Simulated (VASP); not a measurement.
A run of VASP 6.6.1:

The input POSCAR:

```
Ba
1.0
   -2.5367939014      2.5367939014      2.5367939014
    2.5367939014     -2.5367939014      2.5367939014
    2.5367939014      2.5367939014     -2.5367939014
Ba
1
Direct
    0.0000000000      0.0000000000      0.0000000000
```

The input INCAR.step1:

```
PREC     = Accurate       # precision mode
ENCUT    = 520            # plane-wave cutoff, eV
ISMEAR   = 1              # smearing method
SIGMA    = 0.1            # smearing width, eV
LREAL    = False          # projectors in reciprocal space
LASPH    = True           # aspherical terms in the spheres
NELM     = 60             # most SCF steps
NBANDS   = 11             # bands
GGA      = PE             # functional
ALGO     = Normal         # electronic algorithm
EDIFF    = 1E-4           # SCF threshold, eV
LWAVE    = True           # write WAVECAR
LCHARG   = False          # write CHGCAR
```

Contents of INCAR.step2:

```
PREC     = Accurate       # precision mode
ENCUT    = 520            # plane-wave cutoff, eV
EDIFF    = 1E-6           # SCF threshold, eV
ISMEAR   = 1              # smearing method
SIGMA    = 0.1            # smearing width, eV
LREAL    = False          # projectors in reciprocal space
LASPH    = True           # aspherical terms in the spheres
NELM     = 60             # most SCF steps
ALGO     = Normal         # electronic algorithm
ISIF     = 2              # what is computed and relaxed
LWAVE    = False          # write WAVECAR
LCHARG   = False          # write CHGCAR
METAGGA  = R2SCAN         # meta-GGA
LMIXTAU  = True         
NBANDS   = 11             # bands
ISTART   = 1
```

KPOINTS

```
Automatic mesh
0
Gamma
  9 9 9
```

Potentials or basis: VASP PAW PBE potentials, release 64 (Ba_sv).

The run is started by

```bash
$ cat potpaw_PBE.64/Ba_sv/POTCAR > POTCAR
$ cp INCAR.step1 INCAR
$ mpirun -np 1 vasp_std > vasp.out
$ cp INCAR.step2 INCAR
$ mpirun -np 1 vasp_std > vasp.out
```

Hardware: 1 thread of Intel(R) Xeon(R) 6975P-C (Granite Rapids) (shared host).

Question: How long does it take, and how much memory?

Answer: Run time: 74 s on 1 thread of Intel(R) Xeon(R) 6975P-C (Granite Rapids) (shared host), peak memory 0.21 GiB. Counts: k points 35.
